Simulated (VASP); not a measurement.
# Ag (P6_3/mmc) in VASP: notebook, part 2 of 2

VASP 6.6.1. The steps go on from the part before.

## 4. Relaxation of cell and atoms, r2SCAN, target pressure 90 GPa, at which the enthalpy is minimised

This run uses another cell than the first one, of 12.53 Å³/atom.

POSCAR

```
Ag
1.0
    2.6064570254      0.0000000000      0.0000000000
   -1.3032285127      2.2572579978      0.0000000000
    0.0000000000      0.0000000000      4.2581709279
Ag
2
Direct
    0.3333333333      0.6666666667      0.2500000000
    0.6666666667      0.3333333333      0.7500000000
```

INCAR.step1

```
ALGO = Normal
EDIFF = 1E-5
EDIFFG = -0.005
ENCUT = 550
GGA = PE
GGA_COMPAT = False
IBRION = 2
ISIF = 3
ISMEAR = 0
LASPH = True
LCHARG = False
LREAL = False
LWAVE = True
NELM = 120
NELMIN = 4
NSW = 100
PREC = Accurate
SIGMA = 0.1
```

INCAR.step2

```
ALGO = Normal
EDIFF = 1E-7
EDIFFG = -0.008
ENCUT = 550
GGA_COMPAT = False
IBRION = 2
ISIF = 3
ISMEAR = 0
ISTART = 1
LASPH = True
LCHARG = False
LMIXTAU = True
LREAL = False
LWAVE = False
METAGGA = R2SCAN
NELM = 120
NELMIN = 4
NSW = 70
PREC = Accurate
PSTRESS = 900.0
SIGMA = 0.1
```

KPOINTS

```
k-points
0
Gamma
  18 18 10
```

Started as:

```sh
$ cat potpaw_PBE.64/Ag/POTCAR > POTCAR
$ cp INCAR.step1 INCAR
$ mpirun -np 1 vasp_std > vasp.out
$ cp INCAR.step2 INCAR
$ mpirun -np 1 vasp_std > vasp.out
```

Run time: 24 min. Hardware: 1 thread of Intel Xeon Platinum 8488C (Sapphire Rapids), shared host; peak memory 0.22 GiB.

It converged, with:

* Free energy: -40.7690 eV
* Relaxed volume: 12.39 Å³/atom
* Relaxed cell: a = 2.597 Å, b = 2.597 Å, c = 4.243 Å, α = 90.00°, β = 90.00°, γ = 120.00°
* Space group after relaxing (to 0.1 Å): P6_3/mmc (No. 194)
* Energy change on relaxing (the run minimises the enthalpy): +72.2 meV/atom
* Ionic steps: 4
* Pressure after relaxing: 90.0 GPa
* Band gap on the k mesh: zero (bands 11 and 12 overlap by 9.71 eV)

Stress tensor (GPa, compression positive):
```
89.95  0.00  0.00
 0.00 89.95  0.00
 0.00  0.00 90.08
```

The path:
| step | energy change (eV) | largest force (eV/Å) | pressure (GPa) | volume (Å³) |
| --- | --- | --- | --- | --- |
| 1 | 0.0000 | 0.0000 | 84.60 | 25.05 |
| 2 | 0.9473 | 0.0000 | 119.55 | 23.55 |
| 3 | 0.1415 | 0.0000 | 89.89 | 24.79 |
| 4 | 0.1445 | 0.0000 | 90.00 | 24.79 |

Final structure:
```yaml
crystal:
  lattice:
    - [2.59715, 0.00000, 0.00000]
    - [-1.29858, 2.24920, 0.00000]
    - [0.00000, 0.00000, 4.24332]
  atoms:
    - { symbol: Ag, position: [0.33333, 0.66667, 0.25000] }
    - { symbol: Ag, position: [0.66667, 0.33333, 0.75000] }
```

Levels at points of the mesh, in eV from the Fermi level:
| k point | band 9 | band 10 | band 11 | band 12 | band 13 | band 14 |
| --- | --- | --- | --- | --- | --- | --- |
| (0.00, 0.00, 0.00) | -5.57 | -3.78 | -3.78 | -1.40 | 5.91 | 16.75 |
| (0.50, 0.00, 0.00) | -3.41 | -3.26 | 0.11 | 2.56 | 8.99 | 9.14 |
| (0.00, 0.00, 0.50) | -4.31 | -4.31 | -4.31 | -4.31 | 14.10 | 14.10 |
| (0.50, 0.00, 0.50) | -3.36 | -3.36 | 0.44 | 0.44 | 7.05 | 7.05 |

Caveat: the cell is relaxed towards a set pressure, so the run minimises the enthalpy, not the energy; the PAW data sets were made with another functional, which shifts forces and pressure a little.

## 5. Relaxation of cell and atoms, r2SCAN, target pressure 50 GPa, at which the enthalpy is minimised

This run uses another cell than the first one, of 13.68 Å³/atom.

POSCAR

```
Ag
1.0
    2.6836911646      0.0000000000      0.0000000000
   -1.3418455823      2.3241447244      0.0000000000
    0.0000000000      0.0000000000      4.3868819154
Ag
2
Direct
    0.3333333333      0.6666666667      0.2500000000
    0.6666666667      0.3333333333      0.7500000000
```

INCAR.step1

```
SYSTEM = Ag
PREC = Accurate ; ENCUT = 550
ISMEAR = 0 ; SIGMA = 0.1
LREAL = .FALSE. ; LASPH = .TRUE.
NELM = 120 ; GGA = PE
ALGO = Normal ; EDIFF = 1E-5
LWAVE = .TRUE. ; LCHARG = .FALSE.
GGA_COMPAT = .FALSE. ; IBRION = 2
ISIF = 3 ; EDIFFG = -0.005
NELMIN = 4 ; NSW = 100
```

INCAR.step2

```
SYSTEM = Ag
PREC = Accurate ; ENCUT = 550
EDIFF = 1E-7 ; ISMEAR = 0
SIGMA = 0.1 ; LREAL = .FALSE.
LASPH = .TRUE. ; NELM = 120
ALGO = Normal ; ISIF = 3
LWAVE = .FALSE. ; LCHARG = .FALSE.
METAGGA = R2SCAN ; LMIXTAU = .TRUE.
IBRION = 2 ; NSW = 70
EDIFFG = -0.008 ; PSTRESS = 500.0
ISTART = 1 ; GGA_COMPAT = .FALSE.
NELMIN = 4
```

KPOINTS

```
regular mesh
0
G
  18 18 10
  0 0 0
```

Started as:

```sh
$ cat potpaw_PBE.64/Ag/POTCAR > POTCAR
$ cp INCAR.step1 INCAR
$ mpirun -np 1 vasp_std > vasp.out
$ cp INCAR.step2 INCAR
$ mpirun -np 1 vasp_std > vasp.out
```

It took 41 min on 1 thread of Oxide Virtual Turin-like, shared host; peak memory 0.2 GiB.

It converged, with:

```
Free energy                                                : -41.8062 eV
Relaxed volume                                             : 13.61 Å³/atom
Relaxed cell                                               : a = 2.679 Å, b = 2.679 Å, c = 4.378 Å, α = 90.00°, β = 90.00°, γ = 120.00°
Space group after relaxing (to 0.1 Å)                      : P6_3/mmc (No. 194)
Energy change on relaxing (the run minimises the enthalpy) : +22.7 meV/atom
Ionic steps                                                : 3
Pressure after relaxing                                    : 50.0 GPa
Band gap on the k mesh                                     : zero (bands 11 and 12 overlap by 9.11 eV)
```

Stress tensor (GPa, compression positive):
```
50.04  0.00  0.00
 0.00 50.04  0.00
 0.00  0.00 49.92
```

Step by step:
```
step  energy change (eV)  largest force (eV/Å)  pressure (GPa)  volume (Å³)
   1              0.0000                0.0000           48.15        27.36
   2              0.2026                0.0000           56.37        26.74
   3              0.0454                0.0000           50.00        27.21
```

Final structure:
```cif
data_structure
_symmetry_space_group_name_H-M 'P 1'
_symmetry_Int_Tables_number 1
_cell_length_a 2.6790
_cell_length_b 2.6790
_cell_length_c 4.3785
_cell_angle_alpha 90.000
_cell_angle_beta 90.000
_cell_angle_gamma 120.000
_cell_volume 27.21
loop_
_atom_site_label
_atom_site_type_symbol
_atom_site_fract_x
_atom_site_fract_y
_atom_site_fract_z
_atom_site_occupancy
Ag1 Ag 0.33333 0.66667 0.25000 1
Ag2 Ag 0.66667 0.33333 0.75000 1
```

Levels at points of the mesh, in eV from the Fermi level:
```csv
k point,band 9,band 10,band 11,band 12,band 13,band 14
"(0.00, 0.00, 0.00)",-5.15,-3.62,-3.62,-1.05,5.19,16.76
"(0.50, 0.00, 0.00)",-3.32,-3.19,0.10,2.26,8.44,8.61
"(0.00, 0.00, 0.50)",-4.09,-4.09,-4.09,-4.09,13.40,13.40
"(0.50, 0.00, 0.50)",-3.27,-3.27,0.57,0.57,6.32,6.32
```

Caveat: the cell is relaxed towards a set pressure, so the run minimises the enthalpy, not the energy; the PAW data sets were made with another functional, which shifts forces and pressure a little.

## 6. Relaxation of cell and atoms, r2SCAN, target pressure 4 GPa, at which the enthalpy is minimised

This run uses another cell than the first one, of 16.71 Å³/atom.

POSCAR

```
Ag
1.0
    2.8685076706      0.0000000000      0.0000000000
   -1.4342538353      2.4842005137      0.0000000000
    0.0000000000      0.0000000000      4.6900394835
Ag
2
Direct
    0.3333333333      0.6666666667      0.2500000000
    0.6666666667      0.3333333333      0.7500000000
```

INCAR.step1

```
SYSTEM = Ag
ALGO     = Normal         ! electronic algorithm
EDIFF    = 1E-5           ! SCF threshold, eV
EDIFFG   = -0.005         ! ionic threshold
ENCUT    = 550            ! plane-wave cutoff, eV
GGA      = PE             ! functional
GGA_COMPAT= .FALSE.      
IBRION   = 2              ! ionic algorithm
ISIF     = 3              ! what is computed and relaxed
ISMEAR   = 0              ! smearing method
LASPH    = .TRUE.         ! aspherical terms in the spheres
LCHARG   = .FALSE.        ! write CHGCAR
LREAL    = .FALSE.        ! projectors in reciprocal space
LWAVE    = .TRUE.         ! write WAVECAR
NELM     = 120            ! most SCF steps
NELMIN   = 4            
NSW      = 100            ! ionic steps
PREC     = Accurate       ! precision mode
SIGMA    = 0.1            ! smearing width, eV
```

INCAR.step2

```
SYSTEM = Ag
ALGO     = Normal         ! electronic algorithm
EDIFF    = 1E-7           ! SCF threshold, eV
EDIFFG   = -0.008         ! ionic threshold
ENCUT    = 550            ! plane-wave cutoff, eV
GGA_COMPAT= .FALSE.      
IBRION   = 2              ! ionic algorithm
ISIF     = 3              ! what is computed and relaxed
ISMEAR   = 0              ! smearing method
ISTART   = 1            
LASPH    = .TRUE.         ! aspherical terms in the spheres
LCHARG   = .FALSE.        ! write CHGCAR
LMIXTAU  = .TRUE.       
LREAL    = .FALSE.        ! projectors in reciprocal space
LWAVE    = .FALSE.        ! write WAVECAR
METAGGA  = R2SCAN         ! meta-GGA
NELM     = 120            ! most SCF steps
NELMIN   = 4            
NSW      = 70             ! ionic steps
PREC     = Accurate       ! precision mode
PSTRESS  = 40.0         
SIGMA    = 0.1            ! smearing width, eV
```

KPOINTS

```
k-points
0
G
  18 18 10
  0 0 0
```

Potentials or basis: VASP PAW PBE potentials, release 64 (Ag).

Started as:

```sh
$ cat potpaw_PBE.64/Ag/POTCAR > POTCAR
$ cp INCAR.step1 INCAR
$ mpirun -np 1 vasp_std > vasp.out
$ cp INCAR.step2 INCAR
$ mpirun -np 1 vasp_std > vasp.out
```

Wall time 34 min (1 thread of Oxide Virtual Turin-like, shared host); peak memory 0.21 GiB.

It converged, with:

| Property | Result |
| --- | --- |
| Free energy | -42.6903 eV |
| Relaxed volume | 16.75 Å³/atom |
| Relaxed cell | a = 2.871 Å, b = 2.871 Å, c = 4.694 Å, α = 90.00°, β = 90.00°, γ = 120.00° |
| Space group after relaxing (to 0.1 Å) | P6_3/mmc (No. 194) |
| Energy change on relaxing (the run minimises the enthalpy) | -1.0 meV/atom |
| Ionic steps | 3 |
| Pressure after relaxing | 4.0 GPa |
| Band gap on the k mesh | zero (bands 11 and 12 overlap by 8.07 eV) |

The path:
```csv
step,energy change (eV),largest force (eV/Å),pressure (GPa),volume (Å³)
1,0.0000,0.0000,4.31,33.42
2,-0.0039,0.0000,3.72,33.58
3,-0.0020,0.0000,4.02,33.50
```

Final structure:
```yaml
crystal:
  lattice:
    - [2.87068, 0.00000, 0.00000]
    - [-1.43534, 2.48608, 0.00000]
    - [0.00000, 0.00000, 4.69400]
  atoms:
    - { symbol: Ag, position: [0.33333, 0.66667, 0.25000] }
    - { symbol: Ag, position: [0.66667, 0.33333, 0.75000] }
```

Levels at points of the mesh, in eV from the Fermi level:
| k point | band 9 | band 10 | band 11 | band 12 | band 13 | band 14 |
| --- | --- | --- | --- | --- | --- | --- |
| (0.00, 0.00, 0.00) | -4.48 | -3.42 | -3.42 | -0.38 | 3.80 | 16.37 |
| (0.50, 0.00, 0.00) | -3.22 | -3.12 | 0.13 | 1.66 | 7.30 | 7.53 |
| (0.00, 0.00, 0.50) | -3.75 | -3.75 | -3.75 | -3.75 | 11.69 | 11.69 |
| (0.50, 0.00, 0.50) | -3.18 | -3.18 | 0.84 | 0.84 | 4.88 | 4.88 |

Caveat: the cell is relaxed towards a set pressure, so the run minimises the enthalpy, not the energy; the PAW data sets were made with another functional, which shifts forces and pressure a little.

## 7. Overview

| cell | gap on the mesh (eV) | pressure (GPa) |
| --- | --- | --- |
| relaxed to 12 GPa from a = 2.812, b = 2.812, c = 4.599 Å, angles 90.0, 90.0, 120.0°, 2 atoms | none | 12.0 |
| relaxed to -1 GPa from a = 2.913, b = 2.913, c = 4.763 Å, angles 90.0, 90.0, 120.0°, 2 atoms | none | -1.1 |
| relaxed to 90 GPa from a = 2.606, b = 2.606, c = 4.258 Å, angles 90.0, 90.0, 120.0°, 2 atoms | none | 90.0 |
| relaxed to 50 GPa from a = 2.684, b = 2.684, c = 4.387 Å, angles 90.0, 90.0, 120.0°, 2 atoms | none | 50.0 |
| relaxed to 4 GPa from a = 2.869, b = 2.869, c = 4.690 Å, angles 90.0, 90.0, 120.0°, 2 atoms | none | 4.0 |

Alike in all rows: task relaxation of cell and atoms; level r2SCAN; potentials or basis VASP PAW PBE potentials, release 64 (Ag); no spin polarisation; k mesh 18 × 18 × 10; cutoff (eV) 550; smearing gaussian 0.1 eV.

Caveats: the cell is relaxed towards a set pressure, so the run minimises the enthalpy, not the energy; the PAW data sets were made with another functional, which shifts forces and pressure a little.

Absolute energies hang on the potentials; compare differences alone.
